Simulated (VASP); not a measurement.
# Si (a cell with a defect) in VASP: relaxation of the atoms with PBE+D3(BJ)

Aim: the relaxation of the atoms of Si (a cell with a defect) with PBE+D3(BJ).

Everything below comes from runs of VASP 6.6.1. Logs are shortened: lines on timing, memory, paths and dates and some standing lists are left out, and cuts for length are marked.

### 1 The cell of the first run

The cell holds a defect, 17 atoms: a = 7.679 Å, b = 7.679 Å, c = 7.679 Å, α = 60.00°, β = 60.00°, γ = 60.00°.

### 2 Relaxation of the atoms, PBE+D3(BJ)

The input, INCAR:

```
PREC     = Accurate       # precision mode
ENCUT    = 450            # plane-wave cutoff, eV
EDIFF    = 1E-7           # SCF threshold, eV
ISMEAR   = 0              # smearing method
SIGMA    = 0.05           # smearing width, eV
LREAL    = F              # projectors in reciprocal space
LASPH    = T              # aspherical terms in the spheres
NELM     = 120            # most SCF steps
ALGO     = Normal         # electronic algorithm
ISIF     = 2              # what is computed and relaxed
LWAVE    = F              # write WAVECAR
LCHARG   = F              # write CHGCAR
GGA      = PE             # functional
IVDW     = 12             # dispersion correction
IBRION   = 2              # ionic algorithm
NSW      = 80             # ionic steps
EDIFFG   = -0.03          # ionic threshold
GGA_COMPAT= F            
NELMIN   = 4
```

The input, KPOINTS:

```
Automatic mesh
0
Gamma
  2 2 2
```

The input, POSCAR:

```
Si
1.0
    0.0000000000      5.4300000000      5.4300000000
    5.4300000000      0.0000000000      5.4300000000
    5.4300000000      5.4300000000      0.0000000000
Si
17
Direct
    0.0000000000      0.0000000000      0.0000000000
    0.1250000000      0.1250000000      0.1250000000
    0.0000000000      0.0000000000      0.5000000000
    0.1250000000      0.1250000000      0.6250000000
    0.0000000000      0.5000000000      0.0000000000
    0.1250000000      0.6250000000      0.1250000000
    0.0000000000      0.5000000000      0.5000000000
    0.1250000000      0.6250000000      0.6250000000
    0.5000000000      0.0000000000      0.0000000000
    0.6250000000      0.1250000000      0.1250000000
    0.5000000000      0.0000000000      0.5000000000
    0.6250000000      0.1250000000      0.6250000000
    0.5000000000      0.5000000000      0.0000000000
    0.6250000000      0.6250000000      0.1250000000
    0.5000000000      0.5000000000      0.5000000000
    0.6250000000      0.6250000000      0.6250000000
    0.3736797900      0.3665795700      0.3785105800
```

Potentials or basis: VASP PAW PBE potentials, release 64 (Si).

On the command line:

```sh
$ cat potpaw_PBE.64/Si/POTCAR > POTCAR
$ mpirun -np 1 vasp_std > vasp.out
```

OUTCAR:

```text
PREC = Accurate
   ENCUT = 450
   EDIFF = 1E-7
   ISMEAR = 0
   LREAL = F
   LASPH = T
   NELM = 120
   ISIF = 2
   GGA = PE
   IVDW = 12
   IBRION = 2
   NSW = 80
   EDIFFG = -0.03
   NELMIN = 4
 IVDW          = 12

 ion  position               nearest neighbor table
   1  0.000  0.000  0.000-   2 2.35   4 2.35   6 2.35  10 2.35
   2  0.125  0.125  0.125-   1 2.35   3 2.35   5 2.35   9 2.35
   3  0.000  0.000  0.500-   2 2.35   4 2.35   8 2.35  12 2.35
   4  0.125  0.125  0.625-   1 2.35   3 2.35   7 2.35  11 2.35  17 2.66
   5  0.000  0.500  0.000-   2 2.35   6 2.35   8 2.35  14 2.35
   6  0.125  0.625  0.125-   1 2.35   5 2.35   7 2.35  13 2.35  17 2.73
   7  0.000  0.500  0.500-  17 2.34   6 2.35   8 2.35  16 2.35   4 2.35
   8  0.125  0.625  0.625-   3 2.35   5 2.35   7 2.35  15 2.35  17 2.74
   9  0.500  0.000  0.000-   2 2.35  10 2.35  12 2.35  14 2.35
  10  0.625  0.125  0.125-   1 2.35   9 2.35  11 2.35  13 2.35  17 2.69
  11  0.500  0.000  0.500-  17 2.30  10 2.35  12 2.35  16 2.35   4 2.35
  12  0.625  0.125  0.625-   3 2.35   9 2.35  11 2.35  15 2.35  17 2.70
  13  0.500  0.500  0.000-   6 2.35  10 2.35  14 2.35  16 2.35  17 2.37
  14  0.625  0.625  0.125-   5 2.35   9 2.35  13 2.35  15 2.35  17 2.77
  15  0.500  0.500  0.500-   8 2.35  12 2.35  14 2.35  16 2.35  17 2.39
  16  0.625  0.625  0.625-   7 2.35  11 2.35  13 2.35  15 2.35
  17  0.374  0.367  0.379-  11 2.30   7 2.34  13 2.37  15 2.39   4 2.66  10 2.69  12 2.70   6 2.73
                             8 2.74  14 2.77

  LATTYP: Found a face centered cubic cell.
 ALAT       =    10.8600000000

  Lattice vectors:

 A1 = (   0.0000000000,   5.4300000000,   5.4300000000)
 A2 = (   5.4300000000,   0.0000000000,   5.4300000000)
 A3 = (   5.4300000000,   5.4300000000,   0.0000000000)

Analysis of symmetry for initial positions (statically):
=====================================================================
 Subroutine PRICEL returns:
 Original cell was already a primitive cell.

 Routine SETGRP: Setting up the symmetry group for a
 face centered cubic supercell.

 Subroutine GETGRP returns: Found  1 space group operations
 (whereof  1 operations were pure point group operations)
 out of a pool of 48 trial point group operations.

The static configuration has the point symmetry C_1 .

Analysis of symmetry for dynamics (positions and initial velocities):
=====================================================================
 Subroutine PRICEL returns:
 Original cell was already a primitive cell.

 Routine SETGRP: Setting up the symmetry group for a
 face centered cubic supercell.

 Subroutine GETGRP returns: Found  1 space group operations
 (whereof  1 operations were pure point group operations)
 out of a pool of 48 trial point group operations.

The dynamic configuration has the point symmetry C_1 .

 Subroutine INISYM returns: Found  1 space group operations
 (whereof  1 operations are pure point group operations),
 and found     1 'primitive' translations

----------------------------------------------------------------------------------------

                                     Primitive cell

  volume of cell :     320.2060

  direct lattice vectors                    reciprocal lattice vectors
     0.000000000  5.430000000  5.430000000    -0.092081031  0.092081031  0.092081031
     5.430000000  0.000000000  5.430000000     0.092081031 -0.092081031  0.092081031
     5.430000000  5.430000000  0.000000000     0.092081031  0.092081031 -0.092081031

  length of vectors
     7.679179644  7.679179644  7.679179644     0.159489025  0.159489025  0.159489025

  position of ions in fractional coordinates (direct lattice)
     0.000000000  0.000000000  0.000000000
     0.125000000  0.125000000  0.125000000
     0.000000000  0.000000000  0.500000000
     0.125000000  0.125000000  0.625000000
     0.000000000  0.500000000  0.000000000
     0.125000000  0.625000000  0.125000000
[... 9 lines left out ...]
     0.625000000  0.625000000  0.625000000
     0.373679790  0.366579570  0.378510580

  ion indices of the primitive-cell ions
   primitive index   ion index
                 1           1
                 2           2
                 3           3
                 4           4
                 5           5
                 6           6
[... 9 lines left out ...]
                16          16
                17          17

----------------------------------------------------------------------------------------

 KPOINTS: Automatic mesh

Automatic generation of k-mesh.
 Grid dimensions read from file:
 generate k-points for:    2    2    2

 Generating k-lattice:

  Cartesian coordinates                     Fractional coordinates (reciprocal lattice)
    -0.046040516  0.046040516  0.046040516     0.500000000  0.000000000  0.000000000
     0.046040516 -0.046040516  0.046040516     0.000000000  0.500000000  0.000000000
     0.046040516  0.046040516 -0.046040516     0.000000000  0.000000000  0.500000000

  Length of vectors
     0.079744512  0.079744512  0.079744512

  Shift w.r.t. Gamma in fractional coordinates (k-lattice)
     0.000000000  0.000000000  0.000000000

 Subroutine IBZKPT returns following result:
 ===========================================

 Found      8 irreducible k-points:

 Following reciprocal coordinates:
            Coordinates               Weight
  0.000000  0.000000  0.000000      1.000000
  0.500000  0.000000  0.000000      1.000000
  0.000000  0.500000  0.000000      1.000000
  0.000000  0.000000  0.500000      1.000000
  0.500000  0.500000  0.500000      1.000000
  0.500000  0.500000  0.000000      1.000000
  0.000000  0.500000  0.500000      1.000000
  0.500000  0.000000  0.500000      1.000000
   k-points           NKPTS =      8   k-points in BZ     NKDIM =      8   number of bands    NBANDS=     43
   number of dos      NEDOS =    301   number of ions     NIONS =     17
   total plane-waves  NPLWV = 157464
   dimension x,y,z NGX =    54 NGY =   54 NGZ =   54
   dimension x,y,z NGXF=   108 NGYF=  108 NGZF=  108
   ions per type =              17
   NGX,Y,Z   is equivalent  to a cutoff of  11.69, 11.69, 11.69 a.u.
   NGXF,Y,Z  is equivalent  to a cutoff of  23.38, 23.38, 23.38 a.u.
 SYSTEM =  unknown system
   PREC   = accura    normal or accurate (medium, high low for compatibility)
   ISTART =      0    job   : 0-new  1-cont  2-samecut
   ICHARG =      2    charge: 1-file 2-atom 10-const
   ISPIN  =      1    spin polarized calculation?
   LNONCOLLINEAR =      F non collinear calculations
   LSORBIT =      F    spin-orbit coupling
   LASPH  =      T    aspherical Exc in radial PAW
   ENCUT  =  450.0 eV  33.07 Ry    5.75 a.u.  13.28 13.28 13.28*2*pi/ulx,y,z
   NELM   =    120;   NELMIN=  4; NELMDL= -5     # of ELM steps
   EDIFF  = 0.1E-06   stopping-criterion for ELM
   LREAL  =      F    real-space projection
   EDIFFG = -.3E-01   stopping-criterion for IOM
   NSW    =     80    number of steps for IOM
   IBRION =      2    ionic relax: 0-MD 1-quasi-New 2-CG
   NFREE  =      1    steps in history (QN), initial steepest desc. (CG)
   ISIF   =      2    stress and relaxation
   ISYM   =      2    0-nonsym 1-usesym 2-fastsym
   POTIM  = 0.5000    time-step for ionic-motion
   TEBEG  =    0.0;   TEEND  =   0.0 temperature during run
   PSTRESS=    0.0 pullay stress
   NELECT =      68.0000    total number of electrons
   NUPDOWN=      -1.0000    fix difference up-down
   EMIN   =  10.00;   EMAX   =-10.00  energy-range for DOS
   EFERMI =   0.00;   METHOD = LEGACY
   ISMEAR =     0;   SIGMA  =   0.05  broadening in eV -4-tet -1-fermi 0-gaus
   EFERMI_NEDOS =   21; number of points for ismear=-14 and -15
   IALGO  =     38    algorithm
   IMIX   =      4    mixing-type and parameters
     AMIX     =   0.40;   BMIX     =  1.00
     AMIX_MAG =   1.60;   BMIX_MAG =  1.00
  volume/ion in A,a.u.               =      18.84       127.11
  Fermi-wavevector in a.u.,A,eV,Ry     =   0.976715  1.845724 12.979587  0.953973
  Thomas-Fermi vector in A             =   2.107356
   LORBIT       =      0    0 simple, 1 ext, 2 COOP (PROOUT), +10 PAW based schemes
   GGA     = PE    functional components
   LHFCALC =     F    Hartree Fock is set to
   AEXX    =    0.0000 exact exchange contribution
   IVDW    =    12    specifies the selected vdW correction
   LEPSILON=     F    determine dielectric tensor
   LRPA    =     F    only Hartree local field effects (RPA)
 conjugate gradient relaxation of ions
 non-spin polarized calculation
 Gauss-broadening in eV      SIGMA  =   0.05
  energy-cutoff  :      450.00
  volume of cell :      320.21
 maximum number of plane-waves:      6958
 NGX is ok and might be reduce to    54
   NGX = 27   NGY = 27   NGZ = 27

--------------------------------------- Ionic step        1  -------------------------------------------

 number of electron      68.0000003 magnetization

 Free energy of the ion-electron system (eV)
  ---------------------------------------------------
  ext. energy  EPLUGINS =         0.00000000
  ---------------------------------------------------
  free energy    TOTEN  =       -87.85224898 eV

  energy without entropy =      -87.84261121  energy(sigma->0) =      -87.84743010

------------------------ aborting loop because EDIFF is reached ----------------------------------------

 Edisp (eV)   -5.64464

 E8    (eV) :    -2.3350

  FORCE on cell =-STRESS in cart. coord.  units (eV):
  Direction    XX          YY          ZZ          XY          YZ          ZX
  --------------------------------------------------------------------------------------
  -------------------------------------------------------------------------------------
  Total       5.82176     5.81620     5.84192    -0.68302    -0.35316     0.17605
  in kB      29.12968    29.10185    29.23053    -3.41753    -1.76708     0.88088
  external pressure =       29.15 kB  Pullay stress =        0.00 kB

 VOLUME and BASIS-vectors are now :
 -----------------------------------------------------------------------------
  energy-cutoff  :      450.00
  volume of cell :      320.21
      direct lattice vectors                 reciprocal lattice vectors
     0.000000000  5.430000000  5.430000000    -0.092081031  0.092081031  0.092081031
     5.430000000  0.000000000  5.430000000     0.092081031 -0.092081031  0.092081031
     5.430000000  5.430000000  0.000000000     0.092081031  0.092081031 -0.092081031
[... 293 lines left out ...]
      6.78086      6.79058      6.77443         0.009001     -0.006184      0.015865
      4.06287      4.07640      4.05305         0.019768     -0.007938      0.039976
 -----------------------------------------------------------------------------------
    total drift:                                0.000022     -0.000002      0.000045

  FREE ENERGIE OF THE ION-ELECTRON SYSTEM (eV)
  ---------------------------------------------------
  free  energy   TOTEN  =       -93.6320828275 eV

  energy  without entropy=      -93.6221101913  energy(sigma->0) =      -93.62709651

--------------------------------------- Ionic step        7  -------------------------------------------

 number of electron      68.0000001 magnetization

 Free energy of the ion-electron system (eV)
  ---------------------------------------------------
  ext. energy  EPLUGINS =         0.00000000
  ---------------------------------------------------
  free energy    TOTEN  =       -87.98883172 eV

  energy without entropy =      -87.97888259  energy(sigma->0) =      -87.98385715

 E-fermi :   6.9103     XC(G=0):  -9.6743

 val. band max:        6.6827708145   @ k =   0.0000   0.0000   0.0000
 cond. band min:       6.9258997160   @ k =   0.5000   0.0000   0.5000
 fundamental gap:      0.2431289015
 Fermi energy:         6.9102837697

 k-point     1 :       0.0000    0.0000    0.0000
  band No.  band energies     occupation
      1      -6.3194      2.00000
      2      -3.7751      2.00000
      3      -3.6294      2.00000
      4      -3.6279      2.00000
      5      -3.6270      2.00000
      6      -2.8052      2.00000
[... 387 lines left out ...]
      2.70889      2.70957      0.00445         0.007374      0.005153      0.000906
      4.07177      4.07312      1.32351        -0.004941      0.005951      0.008401
      2.71063      0.00401      2.71009        -0.002981      0.004987     -0.000492
      4.07254      1.32493      4.07177         0.007565      0.007293     -0.000018
[... 9 lines left out ...]
      6.78097      6.79030      6.77443         0.003668      0.000699      0.009916
      4.06397      4.07596      4.05526         0.009671     -0.002427      0.021333
 -----------------------------------------------------------------------------------
    total drift:                                0.000008     -0.000000      0.000013

  FREE ENERGIE OF THE ION-ELECTRON SYSTEM (eV)
  ---------------------------------------------------
  free  energy   TOTEN  =       -93.6321949342 eV

  energy  without entropy=      -93.6222458044  energy(sigma->0) =      -93.62722037

 reached required accuracy - stopping structural energy minimisation
```

Run time: 7.9 min. Hardware: 1 thread of Intel Xeon Platinum 8259CL at 2.50GHz (Skylake/Cascade Lake), shared host; peak memory 0.42 GiB.

What came out:

- Free energy: -93.6322 eV
- Energy gained by relaxing: 8.0 meV/atom
- Ionic steps: 7
- Pressure after relaxing: 2.4 GPa
- Largest force after relaxing: 0.024 eV/Å
- Band gap on the k mesh: zero (bands 34 and 35 overlap by 0.25 eV)
- Dispersion energy per atom: -0.332 eV

Forces on the atoms (eV/Å):
```
Si  -0.006 -0.008 -0.002
Si   0.001 -0.001  0.002
Si   0.007  0.005  0.001
Si  -0.005  0.006  0.008
Si  -0.003  0.005  0.000
Si   0.008  0.007  0.000
Si   0.001 -0.004 -0.017
Si  -0.006 -0.009 -0.003
Si   0.002  0.001  0.005
Si   0.008  0.011 -0.008
Si   0.001 -0.004 -0.005
Si  -0.013 -0.007 -0.011
Si  -0.016 -0.009  0.000
Si   0.000 -0.004 -0.005
Si   0.008  0.015  0.003
Si   0.004  0.001  0.010
Si   0.010 -0.002  0.021
```

Step by step:
```csv
step,energy change (eV),largest force (eV/Å),pressure (GPa)
1,0.0000,1.2386,2.92
2,-0.1303,0.1775,2.41
3,-0.1306,0.2179,2.39
4,-0.1343,0.0835,2.38
5,-0.1344,0.0884,2.38
6,-0.1352,0.0453,2.39
7,-0.1353,0.0235,2.39
```

Final structure:
```cif
data_structure
_symmetry_space_group_name_H-M 'P 1'
_symmetry_Int_Tables_number 1
_cell_length_a 7.6792
_cell_length_b 7.6792
_cell_length_c 7.6792
_cell_angle_alpha 60.000
_cell_angle_beta 60.000
_cell_angle_gamma 60.000
_cell_volume 320.21
loop_
_atom_site_label
_atom_site_type_symbol
_atom_site_fract_x
_atom_site_fract_y
_atom_site_fract_z
_atom_site_occupancy
Si1 Si 0.00052 0.00039 0.00063 1
Si2 Si 0.12502 0.12509 0.12496 1
Si3 Si 0.00047 0.00035 0.49853 1
Si4 Si 0.12199 0.12175 0.62812 1
Si5 Si 0.00032 0.49878 0.00042 1
Si6 Si 0.12193 0.62794 0.12207 1
Si7 Si 0.99336 0.50230 0.50219 1
Si8 Si 0.12193 0.62791 0.62802 1
Si9 Si 0.49864 0.00028 0.00051 1
Si10 Si 0.62804 0.12174 0.12212 1
Si11 Si 0.50285 0.99166 0.50277 1
Si12 Si 0.62802 0.12174 0.62806 1
Si13 Si 0.50185 0.50189 0.99450 1
Si14 Si 0.62794 0.62787 0.12206 1
Si15 Si 0.50163 0.50166 0.50158 1
Si16 Si 0.62466 0.62294 0.62586 1
Si17 Si 0.37452 0.37231 0.37612 1
```

Caveat: the k points lie up to 0.50 Å⁻¹ apart.

The gap in the log of VASP goes by the Fermi energy; the results here count the filled bands.